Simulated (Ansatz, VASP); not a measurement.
## GaGe in VASP and in Ansatz

The input POSCAR:

```
GaGe
1.0
    0.0000000000      2.8978440000      2.8978440000
    2.8978440000      0.0000000000      2.8978440000
    2.8978440000      2.8978440000      0.0000000000
Ge Ga
1 1
Direct
    0.0000000000      0.0000000000      0.0000000000
    0.2500000000      0.2500000000      0.2500000000
```

File INCAR.step1:

```
PREC = Accurate ; ENCUT = 520
EDIFF = 1E-5 ; ISMEAR = -1
SIGMA = 0.05 ; LREAL = F
LASPH = T ; NELM = 100
ALGO = Normal ; ISIF = 2
LWAVE = T ; LCHARG = F
NBANDS = 20 ; GGA = PE
LUSENCCL = F
```

INCAR.step2

```
PREC = Accurate ; ENCUT = 520
EDIFF = 1E-6 ; ISMEAR = -1
SIGMA = 0.05 ; LREAL = F
LASPH = T ; NELM = 100
ALGO = Normal ; ISIF = 2
LWAVE = F ; LCHARG = F
GGA = PE ; LHFCALC = T
AEXX = 0.1 ; PRECFOCK = Normal
NBANDS = 20 ; ISTART = 1
LUSENCCL = F
```

KPOINTS

```
Automatic mesh
0
Gamma
  5 5 5
```

input.yaml

```yaml
crystal:
  lattice:
    - [0.0, 2.897844, 2.897844]
    - [2.897844, 0.0, 2.897844]
    - [2.897844, 2.897844, 0.0]
  atoms:
    - { symbol: Ge, position: [0.0, 0.0, 0.0] }
    - { symbol: Ga, position: [0.25, 0.25, 0.25] }
hamiltonian:
  xc: { exchange: pbe, correlation: pbe, exx: { coeff: 0.1 } }
  pseudopotentials: { kind: paw }
kpoints:
  mp_grid: { grid: [5, 5, 5] }
scf:
  occupations: { method: fermi_dirac, width: 0.05 }
output:
  forces: true
  stress: true
  eigenvalues: true
```

Alike in both runs: task single point; functional PBE-based global hybrid; k mesh 5 × 5 × 5; occupations fermi-dirac, width 0.05 eV; no spin polarisation.

|  | VASP | Ansatz |
| --- | --- | --- |
| version | VASP 6.6.1 | Ansatz 0.2.0 |
| potentials or method | VASP PAW PBE potentials, release 64 (Ge_d, Ga_d) | Ansatz PAW |
| plane-wave cutoff (eV) | 520 | 420 |
| valence electrons in the cell | 27 | 27 |

|  | VASP | Ansatz | Ansatz less VASP |
| --- | --- | --- | --- |
| gap on the k mesh at the Fermi level (eV) | none | none | - |
| pressure (GPa) | -0.7 | -0.8 | -0.08 |

VASP's potentials were made for PBE, not for PBE-based global hybrid. A gap of «none» marks a metal or a gap that the smearing closes. With one functional, cell and mesh, what is left measures potentials, basis and numerics.

The k mesh is coarse, so the values compare programs but aren't converged.
